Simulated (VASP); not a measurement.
# Rb2H3 (R-3m) in VASP: further runs

The runs below take Rb2H3 through single point, relaxation of cell and atoms, with PBE.

All numbers are computed with VASP 6.6.1; they aren't measurements. Logs are shortened: lines on timing, memory, paths and dates and some standing lists are left out, and cuts for length are marked.

### 1 The cell of the first run

The structure is trigonal, space group R-3m (No. 166). Conventional cell: a = 4.947 Å, b = 4.947 Å, c = 14.160 Å, α = 90.00°, β = 90.00°, γ = 120.00°. Within 2.5 Å of Rb (site symmetry 3m) lie 1 H at 1.88 Å. H (site symmetry 3m) has 1 H at 1.06 Å within 1.4 Å. H (site symmetry -3m) has 2 H at 1.06 Å within 1.4 Å.

### 2 Single point, PBE

INCAR reads:

```
SYSTEM = Rb2H3
ALGO     = Normal         ! electronic algorithm
EDIFF    = 1E-7           ! SCF threshold, eV
ENCUT    = 520            ! plane-wave cutoff, eV
GGA      = PE             ! functional
ISIF     = 2              ! what is computed and relaxed
ISMEAR   = 0              ! smearing method
LASPH    = .TRUE.         ! aspherical terms in the spheres
LCHARG   = .FALSE.        ! write CHGCAR
LREAL    = .FALSE.        ! projectors in reciprocal space
LWAVE    = .FALSE.        ! write WAVECAR
NBANDS   = 18             ! bands
NELM     = 80             ! most SCF steps
PREC     = Accurate       ! precision mode
SIGMA    = 0.1            ! smearing width, eV
```

KPOINTS reads:

```
k-points
0
G
  6 6 6
  0 0 0
```

POSCAR reads:

```
Rb2H3
1.0
    2.4734662400      1.4280564000      4.7198940000
   -2.4734662400      1.4280564000      4.7198940000
    0.0000000000     -2.8561128000      4.7198940000
Rb H
2 3
Direct
    0.2926157500      0.2926157500      0.2926157500
    0.7073842500      0.7073842500      0.7073842500
    0.4253252100      0.4253252100      0.4253252100
    0.5746747900      0.5746747900      0.5746747900
    0.5000000000      0.5000000000      0.5000000000
```

Potentials or basis: VASP PAW PBE potentials, release 64 (Rb_sv, H).

Started as:

```sh
$ cat potpaw_PBE.64/Rb_sv/POTCAR potpaw_PBE.64/H/POTCAR > POTCAR
$ mpirun -np 1 vasp_std > vasp.out
```

OUTCAR:

```text
SYSTEM = Rb2H3
   EDIFF = 1E-7
   ENCUT = 520
   GGA = PE
   ISIF = 2
   ISMEAR = 0
   LASPH = .TRUE.
   LREAL = .FALSE.
   NELM = 80
   PREC = Accurate

 ion  position               nearest neighbor table
   1  0.293  0.293  0.293-   3 1.88   5 2.94   4 2.95   4 2.95   4 2.95   2 3.08   2 3.08   2 3.08
                             2 4.57   2 4.57   2 4.57
   2  0.707  0.707  0.707-   4 1.88   5 2.94   3 2.95   3 2.95   3 2.95   1 3.08   1 3.08   1 3.08
                             1 4.57   1 4.57   1 4.57
   3  0.425  0.425  0.425-   1 1.88   2 2.95   2 2.95   2 2.95
   4  0.575  0.575  0.575-   2 1.88   1 2.95   1 2.95   1 2.95
   5  0.500  0.500  0.500-   1 2.94   2 2.94

  LATTYP: Found a trigonal (rhomboedric) cell.
 ALAT       =     5.5167725794
 COS(alpha) =     0.5979576455

  Lattice vectors:

 A1 = (   2.4734662400,   1.4280564000,   4.7198940000)
 A2 = (  -2.4734662400,   1.4280564000,   4.7198940000)
 A3 = (   0.0000000000,  -2.8561128000,   4.7198940000)

Analysis of symmetry for initial positions (statically):
=====================================================================
 Subroutine PRICEL returns:
 Original cell was already a primitive cell.

 Routine SETGRP: Setting up the symmetry group for a
 trigonal (rhombohedral) supercell.

 Subroutine GETGRP returns: Found 12 space group operations
 (whereof 12 operations were pure point group operations)
 out of a pool of 12 trial point group operations.

The static configuration has the point symmetry D_3d.

Analysis of symmetry for dynamics (positions and initial velocities):
=====================================================================
 Subroutine PRICEL returns:
 Original cell was already a primitive cell.

 Routine SETGRP: Setting up the symmetry group for a
 trigonal (rhombohedral) supercell.

 Subroutine GETGRP returns: Found 12 space group operations
 (whereof 12 operations were pure point group operations)
 out of a pool of 12 trial point group operations.

The dynamic configuration has the point symmetry D_3d.

 Subroutine INISYM returns: Found 12 space group operations
 (whereof 12 operations are pure point group operations),
 and found     1 'primitive' translations

----------------------------------------------------------------------------------------

                                     Primitive cell

  volume of cell :     100.0311

[... 92 lines left out ...]
   ENCUT  =  520.0 eV  38.22 Ry    6.18 a.u.  10.26 10.26 10.26*2*pi/ulx,y,z
   NELM   =     80;   NELMIN=  2; NELMDL= -5     # of ELM steps
   EDIFF  = 0.1E-06   stopping-criterion for ELM
   LREAL  =      F    real-space projection
   EDIFFG = 0.1E-05   stopping-criterion for IOM
   NSW    =      0    number of steps for IOM
   IBRION =     -1    ionic relax: 0-MD 1-quasi-New 2-CG
   NFREE  =      0    steps in history (QN), initial steepest desc. (CG)
   ISIF   =      2    stress and relaxation
   ISYM   =      2    0-nonsym 1-usesym 2-fastsym
   POTIM  = 0.5000    time-step for ionic-motion
   TEBEG  =    0.0;   TEEND  =   0.0 temperature during run
   PSTRESS=    0.0 pullay stress
   NELECT =      21.0000    total number of electrons
   NUPDOWN=      -1.0000    fix difference up-down
   EMIN   =  10.00;   EMAX   =-10.00  energy-range for DOS
   EFERMI =   0.00;   METHOD = LEGACY
   ISMEAR =     0;   SIGMA  =   0.10  broadening in eV -4-tet -1-fermi 0-gaus
   EFERMI_NEDOS =   21; number of points for ismear=-14 and -15
   IALGO  =     38    algorithm
   IMIX   =      4    mixing-type and parameters
     AMIX     =   0.40;   BMIX     =  1.00
     AMIX_MAG =   1.60;   BMIX_MAG =  1.00
  volume/ion in A,a.u.               =      20.01       135.01
  Fermi-wavevector in a.u.,A,eV,Ry     =   0.972978  1.838662 12.880445  0.946686
  Thomas-Fermi vector in A             =   2.103320
   LORBIT       =      0    0 simple, 1 ext, 2 COOP (PROOUT), +10 PAW based schemes
   GGA     = PE    functional components
   LHFCALC =     F    Hartree Fock is set to
   AEXX    =    0.0000 exact exchange contribution
   IVDW    =     0    specifies the selected vdW correction
   LEPSILON=     F    determine dielectric tensor
   LRPA    =     F    only Hartree local field effects (RPA)
 non-spin polarized calculation
 Gauss-broadening in eV      SIGMA  =   0.10
  energy-cutoff  :      520.00
  volume of cell :      100.03
 maximum number of plane-waves:      2706
 NGX is ok and might be reduce to    42
   NGX = 21   NGY = 21   NGZ = 21

 number of electron      21.0000000 magnetization

 Free energy of the ion-electron system (eV)
  ---------------------------------------------------
  ext. energy  EPLUGINS =         0.00000000
  ---------------------------------------------------
  free energy    TOTEN  =        -8.29866754 eV

  energy without entropy =       -8.28079352  energy(sigma->0) =       -8.28973053

 E-fermi :   2.0188     XC(G=0):  -7.5186

 val. band max:        1.9970692029   @ k =   0.3333   0.1667   0.1667
 cond. band min:       2.0438651212   @ k =   0.5000   0.1667   0.1667
 fundamental gap:      0.0467959183
 Fermi energy:         2.0188019926

 k-point     1 :       0.0000    0.0000    0.0000
  band No.  band energies     occupation
      1     -27.2826      2.00000
      2     -26.6873      2.00000
      3     -11.8463      2.00000
      4     -11.8463      2.00000
      5     -11.4548      2.00000
      6     -11.4276      2.00000
[... 481 lines left out ...]
      5     -11.7438      2.00000
      6     -10.9697      2.00000
[... 10 lines left out ...]
     17       6.2756      0.00000
     18       7.0688      0.00000

 [... further k-points ...]
[... 5 lines left out ...]
  --------------------------------------------------------------------------------------
  -------------------------------------------------------------------------------------
  Total        3.3468825      3.3468825     14.4044338     -0.0000000     -0.0000000     -0.0000000
  in kB       53.6063454     53.6063455    230.7129283     -0.0000000     -0.0000000     -0.0000000
  external PRESSURE =     112.6418731 kB  Pullay stress =       0.0000000 kB

 VOLUME and BASIS-vectors are now :
 -----------------------------------------------------------------------------
  energy-cutoff  :      520.00
  volume of cell :      100.03
      direct lattice vectors                 reciprocal lattice vectors
     2.473466240  1.428056400  4.719894000     0.202145472  0.116708743  0.070623055
    -2.473466240  1.428056400  4.719894000    -0.202145472  0.116708743  0.070623055
     0.000000000 -2.856112800  4.719894000     0.000000000 -0.233417485  0.070623055

 POSITION                                       TOTAL-FORCE (eV/Angst)
 -----------------------------------------------------------------------------------
      0.00000      0.00000      4.14335         0.000000     -0.000000     -4.716529
      0.00000      0.00000     10.01634         0.000000      0.000000      4.716529
      0.00000      0.00000      6.02247         0.000000     -0.000000      3.289524
      0.00000      0.00000      8.13721         0.000000      0.000000     -3.289524
      0.00000      0.00000      7.07984        -0.000000     -0.000000      0.000000
 -----------------------------------------------------------------------------------
    total drift:                                0.000000     -0.000000      0.000000

  FREE ENERGIE OF THE ION-ELECTRON SYSTEM (eV)
  ---------------------------------------------------
  free  energy   TOTEN  =        -8.2986675441 eV

  energy  without entropy=       -8.2807935245  energy(sigma->0) =       -8.28973053
```

stdout:

```text
POSCAR found type information on POSCAR RbH
 POSCAR found :  2 types and       5 ions
 scaLAPACK will be used
 LDA part: xc-table for (Slater+PW92), standard interpolation
 POSCAR, INCAR and KPOINTS ok, starting setup
 FFT: planning ... GRIDC
 FFT: planning ... GRID_SOFT
 FFT: planning ... GRID
 WAVECAR not read
 entering main loop
```

Wall time 46 s (1 thread of Intel Xeon 6975P-C (Granite Rapids), shared host); peak memory 0.26 GiB.

Results:

```yaml
Free_energy: -8.2987 eV
Pressure: 11.3 GPa
Largest_force: 4.717 eV/Å
```

Forces on the atoms (eV/Å):
```
Rb   0.000  0.000 -4.717
Rb   0.000  0.000  4.717
H    0.000  0.000  3.290
H    0.000  0.000 -3.290
H    0.000  0.000  0.000
```

Caveat: forces of over 1 eV/Å act on the atoms, so gaps and moduli don't describe the material at rest.

### 3 Single point, PBE

This run uses another cell than the first one, of 28.29 Å³/atom, 1.414 times its volume.

INCAR reads:

```
SYSTEM = Rb2H3
PREC = Accurate
ENCUT = 520
EDIFF = 1E-7
ISMEAR = 0
SIGMA = 0.1
LREAL = .FALSE.
LASPH = .TRUE.
NELM = 60
ALGO = Normal
ISIF = 2
LWAVE = .FALSE.
LCHARG = .FALSE.
GGA = PE
NBANDS = 18
```

KPOINTS reads:

```
Automatic mesh
0
G
  6 6 6
  0 0 0
```

POSCAR reads:

```
Rb2H3
1.0
    2.5624154957      1.4794112762      6.2190733399
   -2.5624154957      1.4794112762      6.2190733399
    0.0000000000     -2.9588225525      6.2190733399
Rb H
2 3
Direct
    0.2502427864      0.2502427864      0.2502427864
    0.7497572136      0.7497572136      0.7497572136
    0.4437799044      0.4437799044      0.4437799044
    0.5562200956      0.5562200956      0.5562200956
    0.5000000000      0.5000000000      0.5000000000
```

Potentials or basis: VASP PAW PBE potentials, release 64 (Rb_sv, H).

Started as:

```sh
$ cat potpaw_PBE.64/Rb_sv/POTCAR potpaw_PBE.64/H/POTCAR > POTCAR
$ mpirun -np 1 vasp_std > vasp.out
```

It took 92 s on 1 thread of Intel Xeon 6975P-C (Granite Rapids), shared host; peak memory 0.4 GiB.

Results (log left out):

* Free energy: -11.4831 eV
* Pressure: 0.1 GPa
* Largest force: 0.006 eV/Å

Forces on the atoms (eV/Å):
```
Rb   0.000  0.000 -0.005
Rb   0.000  0.000  0.005
H    0.000  0.000 -0.006
H    0.000  0.000  0.006
H    0.000  0.000  0.000
```

Stress tensor (GPa, compression positive):
```
-0.01  0.00  0.00
 0.00 -0.01  0.00
 0.00  0.00  0.31
```

Levels at points of the mesh, in eV from the Fermi level:
```csv
k point,band 8,band 9,band 10,band 11,band 12,band 13
"(0.00, 0.00, 0.00)",-12.92,-8.02,-2.77,-0.96,2.31,2.31
"(0.50, 0.00, 0.00)",-12.98,-7.83,-2.42,-0.10,1.15,1.97
"(0.50, 0.50, 0.00)",-12.91,-7.82,-2.55,0.28,0.54,1.55
"(0.50, 0.50, 0.50)",-12.97,-7.95,-3.14,1.11,1.14,2.60
```

(Part 1 of 2 ends here.)
